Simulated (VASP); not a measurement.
Runs of VASP 6.6.1 on Y4C3. The structure is that of space group Pm-3m (No. 221), or close to it. The cells are those of the table. The cell was generated, and may not be a known phase.

```csv
task,cell,k mesh,cutoff (eV),gap on the mesh (eV),pressure (GPa)
relaxation of cell and atoms,"relaxed from a = 5.064 Å, 7 atoms",8 × 8 × 8,600,none,0.0
single point,"a = 4.763 Å, 7 atoms",4 × 4 × 4,520,none,27.7
relaxation of cell and atoms,"relaxed from a = 4.763 Å, 7 atoms",4 × 4 × 4,600,none,-0.1
single point,"a = 5.067 Å, 7 atoms",8 × 8 × 8,520,none,-0.1
single point,"a = 5.064 Å, 7 atoms",4 × 4 × 4,520,none,(a)
```

Alike in all rows: level PBE; potentials or basis VASP PAW PBE potentials, release 64 (Y_sv, C); no spin polarisation; smearing gaussian 0.1 eV.

**Question.** Fill in the values left out.

**Answer.** (a) 0.3.

Caveats: the relaxation stopped at its first step, so nothing moved (at least some runs); the cell stands under pressure (at least some runs).

A k mesh can miss the band edges, and the runs leave out spin-orbit coupling on Y.

A gap of «none» marks levels without a gap at the run's occupations.
